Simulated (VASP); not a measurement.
# In (P6_3/mmc) in VASP: notebook, part 2 of 2

VASP 6.6.1. The steps go on from the part before.

## Step 4: Single point, B3LYP

This run uses another cell than the first one, of 26.54 Å³/atom, 0.996 times its volume.

POSCAR reads:

```
In
1.0
    3.3354847820      0.0000000000      0.0000000000
   -1.6677423910      2.8886145552      0.0000000000
    0.0000000000      0.0000000000      5.5091429200
In
2
Direct
    0.6666666667      0.3333333333      0.7500000000
    0.3333333333      0.6666666667      0.2500000000
```

INCAR.step1 reads:

```
SYSTEM = In
PREC = Accurate
ENCUT = 520
EDIFF = 1E-5
ISMEAR = -1
SIGMA = 0.05
LREAL = .False.
LASPH = .True.
NELM = 100
ALGO = Normal
ISIF = 2
LWAVE = .True.
LCHARG = .False.
NBANDS = 20
GGA = PE
```

INCAR.step2 reads:

```
SYSTEM = In
PREC = Accurate
ENCUT = 520
EDIFF = 1E-7
ISMEAR = -1
SIGMA = 0.05
LREAL = .False.
LASPH = .True.
NELM = 100
ALGO = Normal
ISIF = 2
LWAVE = .False.
LCHARG = .False.
GGA = B3
LHFCALC = .True.
AEXX = 0.2
AGGAX = 0.72
AGGAC = 0.81
ALDAC = 0.19
PRECFOCK = Normal
NBANDS = 20
ISTART = 1
```

KPOINTS reads:

```
regular mesh
0
Gamma
  5 5 3
  0 0 0
```

Potentials or basis: VASP PAW PBE potentials, release 64 (In_d).

Started as:

```bash
$ cat potpaw_PBE.64/In_d/POTCAR > POTCAR
$ cp INCAR.step1 INCAR
$ mpirun -np 1 vasp_std > vasp.out
$ cp INCAR.step2 INCAR
$ mpirun -np 1 vasp_std > vasp.out
```

OUTCAR:

```text
SYSTEM = In
   PREC = Accurate
   ENCUT = 520
   EDIFF = 1E-7
   ISMEAR = -1
   LREAL = .False.
   LASPH = .True.
   NELM = 100
   ISIF = 2
   GGA = B3
   LHFCALC = .True.
   AEXX = 0.2
   PRECFOCK = Normal
   ISTART = 1

 ion  position               nearest neighbor table
   1  0.667  0.333  0.750-   2 3.36   2 3.36   2 3.36   2 3.36   2 3.36   2 3.36
   2  0.333  0.667  0.250-   1 3.36   1 3.36   1 3.36   1 3.36   1 3.36   1 3.36

  LATTYP: Found a hexagonal cell.
 ALAT       =     3.3354847820
 C/A-ratio  =     1.6516768266

  Lattice vectors:

 A1 = (   3.3354847820,   0.0000000000,   0.0000000000)
 A2 = (  -1.6677423910,   2.8886145552,   0.0000000000)
 A3 = (   0.0000000000,   0.0000000000,   5.5091429200)

Analysis of symmetry for initial positions (statically):
=====================================================================
 Subroutine PRICEL returns:
 Original cell was already a primitive cell.

 Routine SETGRP: Setting up the symmetry group for a
 hexagonal supercell.

[... 155 lines left out ...]
  ext. energy  EPLUGINS =         0.00000000
  ---------------------------------------------------
  free energy    TOTEN  =        -4.81422083 eV

  energy without entropy =       -4.80402186  energy(sigma->0) =       -4.80912135

 E-fermi :   7.7103     XC(G=0):  -8.0982

 val. band max:        7.6756605856   @ k =   0.4000   0.0000   0.3333
 cond. band min:       8.3829441230   @ k =   0.0000   0.0000   0.3333
 fundamental gap:      0.7072835374
 Fermi energy:         7.7103404052

 k-point     1 :       0.0000    0.0000    0.0000
  band No.  band energies     occupation
      1      -9.1390      2.00000
      2      -9.0858      2.00000
      3      -9.0642      2.00000
      4      -9.0642      2.00000
      5      -9.0380      2.00000
      6      -9.0380      2.00000
[... 219 lines left out ...]
     19      18.0144      0.00000
     20      20.3397      0.00000

------------------------ aborting loop because EDIFF is reached ----------------------------------------

  FORCE on cell =-STRESS in cart. coord.  units (eV):
  Direction    XX          YY          ZZ          XY          YZ          ZX
  --------------------------------------------------------------------------------------
  -------------------------------------------------------------------------------------
  Total        1.0762833      1.0762833      1.3756664     -0.0000000      0.0000000      0.0000000
  in kB       32.4866241     32.4866241     41.5232273     -0.0000000      0.0000000      0.0000000
  external PRESSURE =      35.4988252 kB  Pullay stress =       0.0000000 kB

 VOLUME and BASIS-vectors are now :
 -----------------------------------------------------------------------------
  energy-cutoff  :      520.00
  volume of cell :       53.08
      direct lattice vectors                 reciprocal lattice vectors
     3.335484782  0.000000000  0.000000000     0.299806495  0.173093360  0.000000000
    -1.667742391  2.888614555  0.000000000     0.000000000  0.346186721  0.000000000
     0.000000000  0.000000000  5.509142920     0.000000000  0.000000000  0.181516438

 POSITION                                       TOTAL-FORCE (eV/Angst)
 -----------------------------------------------------------------------------------
      1.66774      0.96287      4.13186         0.000000     -0.000000      0.000000
     -0.00000      1.92574      1.37729        -0.000000      0.000000     -0.000000
 -----------------------------------------------------------------------------------
    total drift:                               -0.000000      0.000000     -0.000000

  FREE ENERGIE OF THE ION-ELECTRON SYSTEM (eV)
  ---------------------------------------------------
  free  energy   TOTEN  =        -4.8142208326 eV

  energy  without entropy=       -4.8040218630  energy(sigma->0) =       -4.80912135
```

It took 13 min on 1 thread of Intel Xeon 6975P-C (Granite Rapids), shared host; peak memory 0.18 GiB.

Results:

```
Free energy            : -4.8142 eV
Pressure               : 3.5 GPa
Band gap on the k mesh : zero (band 13 reaches 9.12 eV, above the bottom of band 14 at 6.25 eV)
```

Levels at points of the mesh, in eV from the Fermi level:
| k point | band 10 | band 11 | band 12 | band 13 | band 14 | band 15 | band 16 | band 17 |
| --- | --- | --- | --- | --- | --- | --- | --- | --- |
| (0.00, 0.00, 0.00) | -16.49 | -10.92 | -5.37 | -3.99 | 9.09 | 9.09 | 10.98 | 10.98 |

Caveat: the k points lie up to 0.44 Å⁻¹ apart; the PAW data sets were made with another functional, which shifts forces and pressure a little; spin-orbit coupling is left out, which moves the levels of the heavy elements.

## Step 5: Single point, HSE06

This run uses another cell than the first one, of 26.54 Å³/atom, 0.996 times its volume.

POSCAR is that of step 4.

INCAR.step1 reads:

```
PREC = Accurate ; ENCUT = 520
EDIFF = 1E-5 ; ISMEAR = -1
SIGMA = 0.05 ; LREAL = False
LASPH = True ; NELM = 80
ALGO = Normal ; ISIF = 2
LWAVE = True ; LCHARG = False
GGA = PE ; NBANDS = 20
```

INCAR.step2 reads:

```
PREC = Accurate ; ENCUT = 520
EDIFF = 1E-6 ; ISMEAR = -1
SIGMA = 0.05 ; LREAL = False
LASPH = True ; NELM = 80
ALGO = Normal ; ISIF = 2
LWAVE = False ; LCHARG = False
GGA = PE ; LHFCALC = True
HFSCREEN = 0.2079 ; PRECFOCK = Normal
ISTART = 1 ; NBANDS = 20
```

KPOINTS reads:

```
Automatic mesh
0
Gamma
  5 5 3
```

Potentials or basis: VASP PAW PBE potentials, release 64 (In_d).

Started as:

```bash
$ cat potpaw_PBE.64/In_d/POTCAR > POTCAR
$ cp INCAR.step1 INCAR
$ mpirun -np 1 vasp_std > vasp.out
$ cp INCAR.step2 INCAR
$ mpirun -np 1 vasp_std > vasp.out
```

OUTCAR:

```text
PREC = Accurate
   ENCUT = 520
   EDIFF = 1E-6
   ISMEAR = -1
   LREAL = False
   LASPH = True
   NELM = 80
   ISIF = 2
   GGA = PE
   LHFCALC = True
   HFSCREEN = 0.2079
   PRECFOCK = Normal
   ISTART = 1

 ion  position               nearest neighbor table
   1  0.667  0.333  0.750-   2 3.36   2 3.36   2 3.36   2 3.36   2 3.36   2 3.36
   2  0.333  0.667  0.250-   1 3.36   1 3.36   1 3.36   1 3.36   1 3.36   1 3.36

[... 413 lines left out ...]
     19      17.4526      0.00000
     20      19.7590      0.00000

------------------------ aborting loop because EDIFF is reached ----------------------------------------

  FORCE on cell =-STRESS in cart. coord.  units (eV):
  Direction    XX          YY          ZZ          XY          YZ          ZX
  --------------------------------------------------------------------------------------
  -------------------------------------------------------------------------------------
  Total       -0.0563127     -0.0563127      0.1158303      0.0000000      0.0000000      0.0000000
  in kB       -1.6997478     -1.6997478      3.4962299      0.0000000      0.0000000      0.0000000
  external PRESSURE =       0.0322447 kB  Pullay stress =       0.0000000 kB

 VOLUME and BASIS-vectors are now :
 -----------------------------------------------------------------------------
  energy-cutoff  :      520.00
  volume of cell :       53.08
      direct lattice vectors                 reciprocal lattice vectors
     3.335484782  0.000000000  0.000000000     0.299806495  0.173093360  0.000000000
    -1.667742391  2.888614555  0.000000000     0.000000000  0.346186721  0.000000000
     0.000000000  0.000000000  5.509142920     0.000000000  0.000000000  0.181516438

 POSITION                                       TOTAL-FORCE (eV/Angst)
 -----------------------------------------------------------------------------------
      1.66774      0.96287      4.13186         0.000000      0.000000      0.000000
     -0.00000      1.92574      1.37729        -0.000000      0.000000      0.000000
 -----------------------------------------------------------------------------------
    total drift:                               -0.000000      0.000000     -0.000000

  FREE ENERGIE OF THE ION-ELECTRON SYSTEM (eV)
  ---------------------------------------------------
  free  energy   TOTEN  =        -5.8323696652 eV

  energy  without entropy=       -5.8220018603  energy(sigma->0) =       -5.82718576
```

Run time: 11 min. Hardware: 1 thread of Intel Xeon 6975P-C (Granite Rapids), shared host; peak memory 0.27 GiB.

What came out:

| Property | Result |
| --- | --- |
| Free energy | -5.8324 eV |
| Pressure | 0.0 GPa |
| Band gap on the k mesh | zero (band 13 reaches 8.63 eV, above the bottom of band 14 at 6.15 eV) |

Caveat: the k points lie up to 0.44 Å⁻¹ apart; the PAW data sets were made with another functional, which shifts forces and pressure a little; spin-orbit coupling is left out, which moves the levels of the heavy elements.

## Step 6: Single point, r2SCAN50

This run uses another cell than the first one, of 26.54 Å³/atom, 0.996 times its volume.

POSCAR is that of step 5.

INCAR.step1 reads:

```
PREC = Accurate
ENCUT = 520
EDIFF = 1E-5
ISMEAR = -1
SIGMA = 0.05
LREAL = F
LASPH = T
NELM = 60
ALGO = Normal
ISIF = 2
LWAVE = T
GGA = PE
NBANDS = 20
```

INCAR.step2 reads:

```
PREC = Accurate
ENCUT = 520
EDIFF = 1E-6
ISMEAR = -1
SIGMA = 0.05
LREAL = F
LASPH = T
NELM = 60
ALGO = Normal
ISIF = 2
LWAVE = F
LCHARG = T
METAGGA = R2SCAN
LHFCALC = T
AEXX = 0.5
LMIXTAU = T
PRECFOCK = Normal
LELF = T
LVHAR = T
ISTART = 1
NBANDS = 20
```

KPOINTS reads:

```
regular mesh
0
Gamma
  5 5 3
```

Potentials or basis: VASP PAW PBE potentials, release 64 (In_d).

Started as:

```bash
$ cat potpaw_PBE.64/In_d/POTCAR > POTCAR
$ cp INCAR.step1 INCAR
$ mpirun -np 1 vasp_std > vasp.out
$ cp INCAR.step2 INCAR
$ mpirun -np 1 vasp_std > vasp.out
```

Wall time 18 min (1 thread of Intel Xeon Platinum 8488C (Sapphire Rapids), shared host); peak memory 0.19 GiB.

Results (log left out):

```
Free energy            : -28.2113 eV
Pressure               : -1.8 GPa
Band gap on the k mesh : zero (band 13 reaches 9.42 eV, above the bottom of band 14 at 5.25 eV)
```

Stress tensor (GPa, compression positive):
```
-1.88  0.00  0.00
 0.00 -1.88  0.00
 0.00  0.00 -1.51
```

Levels at points of the mesh, in eV from the Fermi level:
```
           k point  band 9  band 10  band 11  band 12  band 13  band 14  band 15  band 16  band 17  band 18
(0.00, 0.00, 0.00)  -19.48   -19.48   -13.14    -6.29    -5.17    11.06    11.06    12.94    12.94    13.19
```

Caveat: the k points lie up to 0.44 Å⁻¹ apart; the PAW data sets were made with another functional, which shifts forces and pressure a little; spin-orbit coupling is left out, which moves the levels of the heavy elements.

## Step 7: Overview

| level | cell | screening parameter | share of exact exchange | gap on the mesh (eV) | pressure (GPa) |
| --- | --- | --- | --- | --- | --- |
| HSE06 | a = 3.334, b = 3.334, c = 5.536 Å, angles 90.0, 90.0, 120.0°, 2 atoms | 0.2079 1/Å | - | none | -0.1 |
| PBE-based screened hybrid | a = 3.338, b = 3.338, c = 5.544 Å, angles 90.0, 90.0, 120.0°, 2 atoms | 0.3 1/Å | 0.25 | none | -0.2 |
| B3LYP | a = 3.335, b = 3.335, c = 5.509 Å, angles 90.0, 90.0, 120.0°, 2 atoms | - | - | none | 3.5 |
| HSE06 | a = 3.335, b = 3.335, c = 5.509 Å, angles 90.0, 90.0, 120.0°, 2 atoms | 0.2079 1/Å | - | none | 0.0 |
| r2SCAN50 | a = 3.335, b = 3.335, c = 5.509 Å, angles 90.0, 90.0, 120.0°, 2 atoms | - | - | none | -1.8 |

Alike in all rows: task single point; potentials or basis VASP PAW PBE potentials, release 64 (In_d); no spin polarisation; k mesh 5 × 5 × 3; cutoff (eV) 520; smearing fermi-dirac 0.05 eV.

Caveats: all runs use coarse meshes; the PAW data sets were made with another functional, which shifts forces and pressure a little; spin-orbit coupling is left out, which moves the levels of the heavy elements.

Absolute energies hang on the potentials; compare differences alone.
